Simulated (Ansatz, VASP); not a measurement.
Two plane-wave programs on Al2O3

```
CELL_PARAMETERS angstrom
2.84106 0.00000 0.00000
-1.42053 2.46043 0.00000
0.00000 0.00000 9.19670
ATOMIC_POSITIONS crystal
Al 0.00000 0.00000 0.14999
Al 0.00000 0.00000 0.85001
O 0.33333 0.66667 0.22232
O 0.66667 0.33333 0.00000
O 0.33333 0.66667 0.77768
```

Change from the starting cell: strain -0.015 along x and y, -0.015 along z, atoms carried along.

Alike in both runs: task single point; functional LDA; k mesh 12 × 12 × 4; occupations gaussian, width 0.05 eV; no spin polarisation.

```csv
,VASP,Ansatz
version,VASP 6.6.1,Ansatz 0.2.0
potentials or method,"VASP PAW LDA potentials, release 64 (Al, O), cutoff 520 eV","scalar-relativistic, plane waves, PAW"
valence electrons in the cell,24,24
```

Ansatz gave:

| Quantity | Value |
| --- | --- |
| gap on the k mesh at the Fermi level (eV) | 5.16 |
| least direct gap on the mesh (eV) | 5.43 |
| pressure (GPa) | -0.6 |
| traceless stress, the component that is largest in VASP (GPa) | -0.28 |
| rms of the force components (eV/Å) | 0.047 |

**Question.** Estimate VASP's values.

**Answer.** gap on the k mesh at the Fermi level (eV): 5.14; least direct gap on the mesh (eV): 5.42; pressure (GPa): 0.2; traceless stress, the component that is largest in VASP (GPa): -0.88; rms of the force components (eV/Å): 0.054.

LDA's correlation is that of Perdew and Zunger in VASP and of Perdew and Wang (1992) in Ansatz. Atom by atom the forces differ by 0.015 eV/Å (rms over components).
